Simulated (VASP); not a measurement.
Input of a VASP 6.6.1 run:

Contents of POSCAR:

```
Mg2C
1.0
    0.0000000000      2.7109426181      2.7109426181
    2.7109426181      0.0000000000      2.7109426181
    2.7109426181      2.7109426181      0.0000000000
C Mg
1 2
Direct
    0.0000000000      0.0000000000      0.0000000000
    0.2500000000      0.2500000000      0.2500000000
    0.7500000000      0.7500000000      0.7500000000
```

Contents of INCAR.step1:

```
  ALGO = Normal
  EDIFF = 1E-5
  ENCUT = 520
  GGA = PE
  ISIF = 2
  ISMEAR = 0
  LASPH = True
  LREAL = False
  LWAVE = True
  NBANDS = 11
  NELM = 60
  PREC = Accurate
  SIGMA = 0.01
```

Contents of INCAR.step2:

```
  AEXX = 0.5
  ALGO = Normal
  EDIFF = 1E-6
  ENCUT = 520
  GGA = PE
  HFSCREEN = 0.2078
  ISIF = 2
  ISMEAR = 0
  ISTART = 1
  LASPH = True
  LCHARG = True
  LELF = True
  LHFCALC = True
  LREAL = False
  LVHAR = True
  LWAVE = False
  NBANDS = 11
  NELM = 60
  PREC = Accurate
  PRECFOCK = Normal
  SIGMA = 0.01
```

The input KPOINTS:

```
k-points
0
Gamma
  4 4 4
```

Potentials or basis: VASP PAW PBE potentials, release 64 (C, Mg).

The run is started by

```sh
$ cat potpaw_PBE.64/C/POTCAR potpaw_PBE.64/Mg/POTCAR > POTCAR
$ cp INCAR.step1 INCAR
$ mpirun -np 1 vasp_std > vasp.out
$ cp INCAR.step2 INCAR
$ mpirun -np 1 vasp_std > vasp.out
```

(1) What does it give for the band gap on the k mesh?

(2) What does it give for the pressure?

Results:

(1) 2.13 eV (least direct gap 3.24 eV).

(2) -3.1 GPa.

Caveat: the k points lie up to 0.50 Å⁻¹ apart; the PAW data sets were made with another functional, which shifts forces and pressure a little.
